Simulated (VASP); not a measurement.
# PtS2 (P-3m1) in VASP: single point with r2SCAN

Aim: the single point of PtS2 with r2SCAN.

All numbers are computed with VASP 6.6.1; they aren't measurements. Logs are shortened: lines on timing, memory, paths and dates and some standing lists are left out, and cuts for length are marked.

**1. The cell of the first run**

It takes space group P-3m1 (No. 164, trigonal). The conventional cell has a = 3.553 Å, b = 3.553 Å, c = 5.123 Å, α = 90.00°, β = 90.00°, γ = 120.00°. Pt (site symmetry -3m) has 6 S at 2.39 Å within 3.2 Å. Within 3.2 Å of S (site symmetry 3m) lie 3 Pt at 2.39 Å and 3 S at 3.20 Å.

**2. Single point, r2SCAN**

File POSCAR:

```
PtS2
1.0
    3.5526415794      0.0000000000      0.0000000000
   -1.7763207897      3.0766778583      0.0000000000
    0.0000000000      0.0000000000      5.1227110512
Pt S
1 2
Direct
    0.0000000000      0.0000000000      0.0000000000
    0.3333333333      0.6666666667      0.2392599769
    0.6666666667      0.3333333333      0.7607400231
```

File INCAR.step1:

```
ALGO = Normal ; EDIFF = 1E-4
ENCUT = 520 ; GGA = PE
ISMEAR = 0 ; LASPH = T
LCHARG = F ; LREAL = F
LWAVE = T ; NBANDS = 18
NELM = 80 ; PREC = Accurate
SIGMA = 0.01
```

File INCAR.step2:

```
ALGO = Normal ; EDIFF = 1E-6
ENCUT = 520 ; ISIF = 2
ISMEAR = 0 ; ISTART = 1
LASPH = T ; LCHARG = F
LMIXTAU = T ; LREAL = F
LWAVE = F ; METAGGA = R2SCAN
NBANDS = 18 ; NELM = 80
PREC = Accurate ; SIGMA = 0.01
```

File KPOINTS:

```
k-points
0
Gamma
  12 12 6
```

Potentials or basis: VASP PAW PBE potentials, release 64 (Pt, S).

On the command line:

```console
cat potpaw_PBE.64/Pt/POTCAR potpaw_PBE.64/S/POTCAR > POTCAR
cp INCAR.step1 INCAR
mpirun -np 1 vasp_std > vasp.out
cp INCAR.step2 INCAR
mpirun -np 1 vasp_std > vasp.out
```

OUTCAR:

```text
EDIFF = 1E-6
   ENCUT = 520
   ISIF = 2
   ISMEAR = 0
   ISTART = 1
   LASPH = T
   LREAL = F
   METAGGA = R2SCAN
   NELM = 80
   PREC = Accurate

 ion  position               nearest neighbor table
   1  0.000  0.000  0.000-   2 2.39   3 2.39   2 2.39   3 2.39   3 2.39   2 2.39
   2  0.333  0.667  0.239-   1 2.39   1 2.39   1 2.39
   3  0.667  0.333  0.761-   1 2.39   1 2.39   1 2.39

  LATTYP: Found a hexagonal cell.
 ALAT       =     3.5526415794
 C/A-ratio  =     1.4419442369

  Lattice vectors:

 A1 = (   3.5526415794,   0.0000000000,   0.0000000000)
 A2 = (  -1.7763207897,   3.0766778583,   0.0000000000)
 A3 = (   0.0000000000,   0.0000000000,   5.1227110512)

Analysis of symmetry for initial positions (statically):
=====================================================================
 Subroutine PRICEL returns:
 Original cell was already a primitive cell.

 Routine SETGRP: Setting up the symmetry group for a
 hexagonal supercell.

 Subroutine GETGRP returns: Found 12 space group operations
 (whereof 12 operations were pure point group operations)
 out of a pool of 24 trial point group operations.

The static configuration has the point symmetry D_3d.

Analysis of symmetry for dynamics (positions and initial velocities):
=====================================================================
 Subroutine PRICEL returns:
 Original cell was already a primitive cell.

 Routine SETGRP: Setting up the symmetry group for a
 hexagonal supercell.

 Subroutine GETGRP returns: Found 12 space group operations
 (whereof 12 operations were pure point group operations)
 out of a pool of 24 trial point group operations.

The dynamic configuration has the point symmetry D_3d.

 Subroutine INISYM returns: Found 12 space group operations
 (whereof 12 operations are pure point group operations),
 and found     1 'primitive' translations

----------------------------------------------------------------------------------------

                                     Primitive cell

  volume of cell :      55.9929

  direct lattice vectors                    reciprocal lattice vectors
     3.552641579  0.000000000  0.000000000     0.281480689  0.162512952  0.000000000
    -1.776320790  3.076677858  0.000000000     0.000000000  0.325025903  0.000000000
     0.000000000  0.000000000  5.122711051     0.000000000  0.000000000  0.195209136

  length of vectors
     3.552641579  3.552641579  5.122711051     0.325025903  0.325025903  0.195209136

  position of ions in fractional coordinates (direct lattice)
     0.000000000  0.000000000  0.000000000
     0.333333333  0.666666667  0.239259977
     0.666666667  0.333333333  0.760740023

  ion indices of the primitive-cell ions
   primitive index   ion index
                 1           1
                 2           2
                 3           3

----------------------------------------------------------------------------------------

 KPOINTS: k-points

Automatic generation of k-mesh.
 Grid dimensions read from file:
 generate k-points for:   12   12    6

 Generating k-lattice:

  Cartesian coordinates                     Fractional coordinates (reciprocal lattice)
     0.023456724  0.013542746  0.000000000     0.083333333 -0.000000000  0.000000000
     0.000000000  0.027085492  0.000000000     0.000000000  0.083333333  0.000000000
     0.000000000  0.000000000  0.032534856     0.000000000  0.000000000  0.166666667

  Length of vectors
     0.027085492  0.027085492  0.032534856

  Shift w.r.t. Gamma in fractional coordinates (k-lattice)
     0.000000000  0.000000000  0.000000000

 Subroutine IBZKPT returns following result:
 ===========================================

 Found    100 irreducible k-points:

 Following reciprocal coordinates:
            Coordinates               Weight
  0.000000  0.000000  0.000000      1.000000
  0.083333  0.000000  0.000000      6.000000
  0.166667  0.000000  0.000000      6.000000
  0.250000 -0.000000  0.000000      6.000000
  0.333333  0.000000  0.000000      6.000000
  0.416667 -0.000000  0.000000      6.000000
[... 16 lines left out ...]
  0.166667  0.000000  0.166667      6.000000
  0.000000  0.166667  0.166667      6.000000
 [... further k-points ...]
   k-points           NKPTS =    100   k-points in BZ     NKDIM =    100   number of bands    NBANDS=     18
   number of dos      NEDOS =    301   number of ions     NIONS =      3
   total plane-waves  NPLWV =  31360
   dimension x,y,z NGX =    28 NGY =   28 NGZ =   40
   dimension x,y,z NGXF=    56 NGYF=   56 NGZF=   80
   ions per type =               1   2
   NGX,Y,Z   is equivalent  to a cutoff of  13.10, 13.10, 12.98 a.u.
   NGXF,Y,Z  is equivalent  to a cutoff of  26.21, 26.21, 25.96 a.u.
 SYSTEM =  unknown system
   PREC   = accura    normal or accurate (medium, high low for compatibility)
   ISTART =      1    job   : 0-new  1-cont  2-samecut
   ICHARG =      0    charge: 1-file 2-atom 10-const
   ISPIN  =      1    spin polarized calculation?
   LNONCOLLINEAR =      F non collinear calculations
   LSORBIT =      F    spin-orbit coupling
   LASPH  =      T    aspherical Exc in radial PAW
   ENCUT  =  520.0 eV  38.22 Ry    6.18 a.u.   6.61  6.61  9.52*2*pi/ulx,y,z
   NELM   =     80;   NELMIN=  2; NELMDL=  0     # of ELM steps
   EDIFF  = 0.1E-05   stopping-criterion for ELM
   LREAL  =      F    real-space projection
   EDIFFG = 0.1E-04   stopping-criterion for IOM
   NSW    =      0    number of steps for IOM
   IBRION =     -1    ionic relax: 0-MD 1-quasi-New 2-CG
   NFREE  =      0    steps in history (QN), initial steepest desc. (CG)
   ISIF   =      2    stress and relaxation
   ISYM   =      2    0-nonsym 1-usesym 2-fastsym
   POTIM  = 0.5000    time-step for ionic-motion
   TEBEG  =    0.0;   TEEND  =   0.0 temperature during run
   PSTRESS=    0.0 pullay stress
   NELECT =      22.0000    total number of electrons
   NUPDOWN=      -1.0000    fix difference up-down
   EMIN   =  10.00;   EMAX   =-10.00  energy-range for DOS
   EFERMI =   0.00;   METHOD = LEGACY
   ISMEAR =     0;   SIGMA  =   0.01  broadening in eV -4-tet -1-fermi 0-gaus
   EFERMI_NEDOS =   21; number of points for ismear=-14 and -15
   IALGO  =     38    algorithm
   IMIX   =      4    mixing-type and parameters
     AMIX     =   0.40;   BMIX     =  1.00
     AMIX_MAG =   1.60;   BMIX_MAG =  1.00
  volume/ion in A,a.u.               =      18.66       125.95
  Fermi-wavevector in a.u.,A,eV,Ry     =   1.199052  2.265879 19.561441  1.437725
  Thomas-Fermi vector in A             =   2.334925
   LORBIT       =      0    0 simple, 1 ext, 2 COOP (PROOUT), +10 PAW based schemes
   METAGGA = R2SCAN    functional components
   LHFCALC =     F    Hartree Fock is set to
   AEXX    =    0.0000 exact exchange contribution
   IVDW    =     0    specifies the selected vdW correction
   LEPSILON=     F    determine dielectric tensor
   LRPA    =     F    only Hartree local field effects (RPA)
 non-spin polarized calculation
 Gauss-broadening in eV      SIGMA  =   0.01
  energy-cutoff  :      520.00
  volume of cell :       55.99
 maximum number of plane-waves:      1536
 NGX is ok and might be reduce to    28
   NGX = 13   NGY = 13   NGZ = 19

 number of electron      21.9999996 magnetization

 Free energy of the ion-electron system (eV)
  ---------------------------------------------------
  ext. energy  EPLUGINS =         0.00000000
  ---------------------------------------------------
  free energy    TOTEN  =       -68.85101018 eV

  energy without entropy =      -68.85101018  energy(sigma->0) =      -68.85101018

 E-fermi :   6.2862     XC(G=0): -11.2140

 val. band max:        6.2204404053   @ k =   0.0000   0.1667   0.1667
 cond. band min:       7.0881554841   @ k =   0.0000   0.2500   0.3333
 fundamental gap:      0.8677150787
 Fermi energy:         6.2862051326

 k-point     1 :       0.0000    0.0000    0.0000
  band No.  band energies     occupation
      1      -9.5485      2.00000
      2      -6.6376      2.00000
      3      -0.8228      2.00000
      4      -0.4828      2.00000
      5      -0.4828      2.00000
      6       2.3168      2.00000
[... 10 lines left out ...]
     17      14.7851      0.00000
     18      19.3162      0.00000

 k-point     2 :       0.0833    0.0000    0.0000
  band No.  band energies     occupation
      1      -9.4572      2.00000
      2      -6.6807      2.00000
      3      -0.7264      2.00000
      4      -0.4233      2.00000
      5      -0.4219      2.00000
      6       2.1895      2.00000
[... 10 lines left out ...]
     17      15.0741      0.00000
     18      18.2681      0.00000

 k-point     3 :       0.1667    0.0000    0.0000
  band No.  band energies     occupation
      1      -9.1934      2.00000
      2      -6.7967      2.00000
      3      -0.4717      2.00000
      4      -0.2616      2.00000
      5      -0.2231      2.00000
      6       1.7544      2.00000
[... 10 lines left out ...]
     17      15.7739      0.00000
     18      16.7680      0.00000

 k-point     4 :       0.2500   -0.0000    0.0000
  band No.  band energies     occupation
      1      -8.7902      2.00000
      2      -6.9537      2.00000
      3      -0.2317      2.00000
      4      -0.0532      2.00000
      5       0.2005      2.00000
      6       1.0384      2.00000
[... 375 lines left out ...]
      4      -0.4266      2.00000
      5      -0.2543      2.00000
      6       2.1677      2.00000
[... 10 lines left out ...]
     17      15.2246      0.00000
     18      17.5030      0.00000

 k-point    23 :       0.1667    0.0000    0.1667
  band No.  band energies     occupation
      1      -9.1157      2.00000
      2      -6.9564      2.00000
      3      -0.4753      2.00000
      4      -0.2394      2.00000
      5      -0.0125      2.00000
      6       1.7899      2.00000
[... 10 lines left out ...]
     17      15.3559      0.00000
     18      16.4878      0.00000

 k-point    24 :       0.0000    0.1667    0.1667
  band No.  band energies     occupation
      1      -9.1242      2.00000
      2      -6.9319      2.00000
      3      -0.6163      2.00000
      4      -0.2777      2.00000
      5       0.1237      2.00000
      6       1.6782      2.00000
[... 10 lines left out ...]
     17      16.1517      0.00000
     18      16.1540      0.00000

 [... further k-points ...]

------------------------ aborting loop because EDIFF is reached ----------------------------------------

  FORCE on cell =-STRESS in cart. coord.  units (eV):
  Direction    XX          YY          ZZ          XY          YZ          ZX
  --------------------------------------------------------------------------------------
  -------------------------------------------------------------------------------------
  Total        0.4207808      0.4207808      0.4379061      0.0000000     -0.0000000      0.0000000
  in kB       12.0401860     12.0401860     12.5302072      0.0000000     -0.0000000      0.0000000
  external PRESSURE =      12.2035264 kB  Pullay stress =       0.0000000 kB

 VOLUME and BASIS-vectors are now :
 -----------------------------------------------------------------------------
  energy-cutoff  :      520.00
  volume of cell :       55.99
      direct lattice vectors                 reciprocal lattice vectors
     3.552641579  0.000000000  0.000000000     0.281480689  0.162512952  0.000000000
    -1.776320790  3.076677858  0.000000000     0.000000000  0.325025903  0.000000000
     0.000000000  0.000000000  5.122711051     0.000000000  0.000000000  0.195209136

 POSITION                                       TOTAL-FORCE (eV/Angst)
 -----------------------------------------------------------------------------------
      0.00000      0.00000      0.00000         0.000000      0.000000     -0.000000
     -0.00000      2.05112      1.22566         0.000000     -0.000000     -0.049169
      1.77632      1.02556      3.89705        -0.000000      0.000000      0.049169
 -----------------------------------------------------------------------------------
    total drift:                               -0.000000      0.000000      0.000000

  FREE ENERGIE OF THE ION-ELECTRON SYSTEM (eV)
  ---------------------------------------------------
  free  energy   TOTEN  =       -68.8510101816 eV

  energy  without entropy=      -68.8510101816  energy(sigma->0) =      -68.85101018
```

It took 8.7 min on 1 thread of Intel Xeon 8259CL, shared host; peak memory 0.25 GiB.

What came out:

- Free energy: -68.8510 eV
- Pressure: 1.2 GPa
- Largest force: 0.049 eV/Å
- Band gap on the k mesh: 0.87 eV (least direct gap 1.14 eV)

Forces in eV/Å, atoms in the order of the input:
```
Pt   0.000  0.000  0.000
S    0.000  0.000 -0.049
S    0.000  0.000  0.049
```

Levels at points of the mesh, in eV from the valence-band top:
```
           k point  band 9  band 10  band 11  band 12  band 13  band 14
(0.00, 0.00, 0.00)   -1.08    -1.08     0.00     2.29     2.29     5.22
(0.50, 0.00, 0.00)   -3.21    -3.09    -2.48     1.72     2.75     5.80
(0.00, 0.00, 0.50)   -1.31    -1.31    -1.11     2.82     2.82     6.05
(0.50, 0.00, 0.50)   -2.81    -2.80    -1.46     1.91     2.42     5.48
```

Caveat: the PAW data sets were made with another functional, which shifts forces and pressure a little; spin-orbit coupling is left out, which moves the levels of the heavy elements.
